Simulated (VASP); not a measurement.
Here is a VASP 6.6.1 calculation.

File INCAR:

```
PREC     = Accurate       # precision mode
ENCUT    = 520            # plane-wave cutoff, eV
EDIFF    = 1E-6           # SCF threshold, eV
ISMEAR   = 0              # smearing method
SIGMA    = 0.1            # smearing width, eV
LREAL    = False          # projectors in reciprocal space
LASPH    = True           # aspherical terms in the spheres
NELM     = 80             # most SCF steps
ALGO     = Fast           # electronic algorithm
ISIF     = 2              # what is computed and relaxed
LWAVE    = False          # write WAVECAR
LCHARG   = True           # write CHGCAR
GGA      = PS             # functional
LELF     = True           # ELF
LVHAR    = True         
NBANDS   = 21             # bands
```

The input KPOINTS:

```
regular mesh
0
Gamma
  16 16 16
```

The input POSCAR:

```
W
1.0
    3.0912414158      0.0000000000      0.0000000000
    0.0000000000      3.1729627302      0.0000000000
    0.0000000000      0.0000000000      3.1729627302
W
2
Direct
    0.0000000000      0.0000000000      0.0000000000
    0.5000000000      0.5000000000      0.5000000000
```

Potentials or basis: VASP PAW PBE potentials, release 64 (W_sv).

Launch:

```console
$ cat potpaw_PBE.64/W_sv/POTCAR > POTCAR
$ mpirun -np 1 vasp_std > vasp.out
```

**Question.** What does it give for the band gap on the k mesh?

**Answer.** Zero (bands 14 and 15 overlap by 1.53 eV).

**Question.** Predict the pressure.

**Answer.** 3.6 GPa.

Stress tensor (GPa, compression positive):
```
9.15 0.00 0.00
0.00 0.76 0.00
0.00 0.00 0.76
```

Caveat: the cell differs from its parent crystal (uniaxial strain along a: -2.0 %, then relaxed in part); the cell stands under pressure; the PAW data sets were made with another functional, which shifts forces and pressure a little; spin-orbit coupling is left out, which moves the levels of the heavy elements.
